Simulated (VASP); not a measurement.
Write the native input for VASP 6.6.1 that does the following.

| Quantity | Value |
| --- | --- |
| Task | single point |
| Functional | PBEsol |
| Potentials or basis | VASP PAW PBE potentials, release 64 (Si) |
| Cutoff | 500 eV |
| k mesh | 4 × 4 × 4 |
| Occupations | gaussian, width 0.1 eV |
| Spin | no spin polarisation |
| Dipole correction | no |
| Further INCAR settings | ALGO = Normal; EDIFF = 1e-06; NBANDS = 26 |

The structure of Si lies in POSCAR:

```
Si
1.0
   -3.3278250000      3.3278250000      3.3278250000
    3.3278250000     -3.3278250000      3.3278250000
    3.3278250000      3.3278250000     -3.3278250000
Si
8
Direct
    0.2031140000      0.5000000000      0.0000000000
    0.0000000000      0.2031140000      0.5000000000
    0.5000000000      0.0000000000      0.2031140000
    0.2968860000      0.2968860000      0.2968860000
    0.7968860000      0.5000000000      0.0000000000
    0.0000000000      0.7968860000      0.5000000000
    0.5000000000      0.0000000000      0.7968860000
    0.7031140000      0.7031140000      0.7031140000
```

These files were run (other wordings do the same):

INCAR

```
PREC     = Accurate       # precision mode
ENCUT    = 500            # plane-wave cutoff, eV
EDIFF    = 1E-6           # SCF threshold, eV
ISMEAR   = 0              # smearing method
SIGMA    = 0.1            # smearing width, eV
LREAL    = F              # projectors in reciprocal space
LASPH    = T              # aspherical terms in the spheres
NELM     = 120            # most SCF steps
ALGO     = Normal         # electronic algorithm
ISIF     = 2              # what is computed and relaxed
LWAVE    = F              # write WAVECAR
LCHARG   = T              # write CHGCAR
GGA      = PS             # functional
LELF     = T              # ELF
LVHAR    = T            
NBANDS   = 26             # bands
GGA_COMPAT= F
```

KPOINTS

```
regular mesh
0
Gamma
  4 4 4
```

Potentials or basis: VASP PAW PBE potentials, release 64 (Si).

Command:

```sh
$ cat potpaw_PBE.64/Si/POTCAR > POTCAR
$ mpirun -np 1 vasp_std > vasp.out
```

It gave:

```yaml
Pressure: -2.0 GPa
Largest_force: 0.047 eV/Å
Band_gap_on_the_k_mesh: zero (filled and empty bands touch)
```

Caveat: semilocal functionals underestimate gaps, and a narrow one can read as zero; the PAW data sets were made with another functional, which shifts forces and pressure a little.

It took 43 s on 1 thread of Intel Xeon 8259CL (shared host), peak memory 0.24 GiB.
